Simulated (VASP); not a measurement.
A run of VASP 6.6.1 is set up as follows.

INCAR

```
SYSTEM = Lu2Al
ALGO = Normal
EDIFF = 1E-6
ENCUT = 520
GGA = PE
ISIF = 2
ISMEAR = 0
LASPH = .True.
LCHARG = .False.
LREAL = .False.
LWAVE = .False.
NBANDS = 34
NELM = 100
PREC = Accurate
SIGMA = 0.1
```

Contents of KPOINTS:

```
k-points
0
Gamma
  12 12 12
  0 0 0
```

The input POSCAR:

```
Lu2Al
1.0
    0.0000000000      3.4972070517      3.4972070517
    3.4972070517      0.0000000000      3.4972070517
    3.4972070517      3.4972070517      0.0000000000
Lu Al
2 1
Direct
    0.2500000000      0.2500000000      0.2500000000
    0.7500000000      0.7500000000      0.7500000000
    0.0000000000      0.0000000000      0.0000000000
```

Potentials or basis: VASP PAW PBE potentials, release 64 (Lu, Al).

Launch:

```sh
$ cat potpaw_PBE.64/Lu/POTCAR potpaw_PBE.64/Al/POTCAR > POTCAR
$ mpirun -np 1 vasp_std > vasp.out
```

Task: Predict the pressure.

Result: 0.1 GPa.

Task: What does it give for the band gap on the k mesh?

Result: Zero (an odd number of electrons rules out a gap without spin polarisation).

Caveat: spin-orbit coupling is left out, which moves the levels of the heavy elements.
